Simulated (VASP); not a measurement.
A run of VASP 6.6.1 is set up as follows.

File INCAR:

```
  PREC = Accurate
  ENCUT = 520
  EDIFF = 1E-6
  ISMEAR = 1
  SIGMA = 0.0346
  LREAL = F
  LASPH = T
  NELM = 60
  ALGO = Normal
  ISIF = 2
  LWAVE = F
  LCHARG = F
  GGA = PS
  NBANDS = 22
```

Contents of KPOINTS:

```
Automatic mesh
0
Gamma
  7 7 7
```

The input POSCAR:

```
Bi
1.0
    2.2652834518      1.3078621742      3.8632287940
   -2.2652834518      1.3078621742      3.8632287940
    0.0000000000     -2.6157238579      3.8632289601
Bi
2
Direct
    0.2366400115      0.2366400115      0.2366400115
    0.7633599885      0.7633599885      0.7633599885
```

Potentials or basis: VASP PAW PBE potentials, release 64 (Bi_d).

Command:

```bash
$ cat potpaw_PBE.64/Bi_d/POTCAR > POTCAR
$ mpirun -np 1 vasp_std > vasp.out
```

(1) Estimate the largest force.

(2) Estimate the pressure.

## Answers

(1) 0.004 eV/Å.

(2) 0.0 GPa.

Caveat: the PAW data sets were made with another functional, which shifts forces and pressure a little.
